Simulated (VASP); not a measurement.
Input of a VASP 6.6.1 run:

POSCAR

```
AlN
1.0
    3.2251372166      0.0000000000      0.0000000000
   -1.6125686083      2.7930507603      0.0000000000
    0.0000000000      0.0000000000      4.0525071973
Al N
2 2
Direct
    0.3333333333      0.6666666667      0.2500000000
    0.6666666667      0.3333333333      0.7500000000
    0.6666666667      0.3333333333      0.2500000000
    0.3333333333      0.6666666667      0.7500000000
```

Contents of INCAR.step1:

```
SYSTEM = AlN
PREC = Accurate ; ENCUT = 520
ISMEAR = 0 ; SIGMA = 0.01
LREAL = .FALSE. ; LASPH = .TRUE.
NELM = 80 ; NBANDS = 16
GGA = PE ; ALGO = Normal
EDIFF = 1E-4 ; LWAVE = .TRUE.
LCHARG = .FALSE.
```

The input INCAR.step2:

```
SYSTEM = AlN
PREC = Accurate ; ENCUT = 520
EDIFF = 1E-6 ; ISMEAR = 0
SIGMA = 0.01 ; LREAL = .FALSE.
LASPH = .TRUE. ; NELM = 80
ALGO = Normal ; ISIF = 2
LWAVE = .FALSE. ; LCHARG = .TRUE.
METAGGA = R2SCAN ; LMIXTAU = .TRUE.
LELF = .TRUE. ; LVHAR = .TRUE.
NBANDS = 16 ; ISTART = 1
```

KPOINTS

```
regular mesh
0
G
  9 9 6
  0 0 0
```

Potentials or basis: VASP PAW PBE potentials, release 64 (Al, N).

Launch:

```sh
$ cat potpaw_PBE.64/Al/POTCAR potpaw_PBE.64/N/POTCAR > POTCAR
$ cp INCAR.step1 INCAR
$ mpirun -np 1 vasp_std > vasp.out
$ cp INCAR.step2 INCAR
$ mpirun -np 1 vasp_std > vasp.out
```

Problem. Predict the band gap on the k mesh.

Solution. 4.54 eV, direct.

Problem. Estimate the pressure.

Solution. 15.3 GPa.

Stress tensor (GPa, compression positive):
```
16.30  0.00  0.00
 0.00 16.30  0.00
 0.00  0.00 13.21
```

Caveat: the PAW data sets were made with another functional, which shifts forces and pressure a little. A k mesh can miss the band edges.
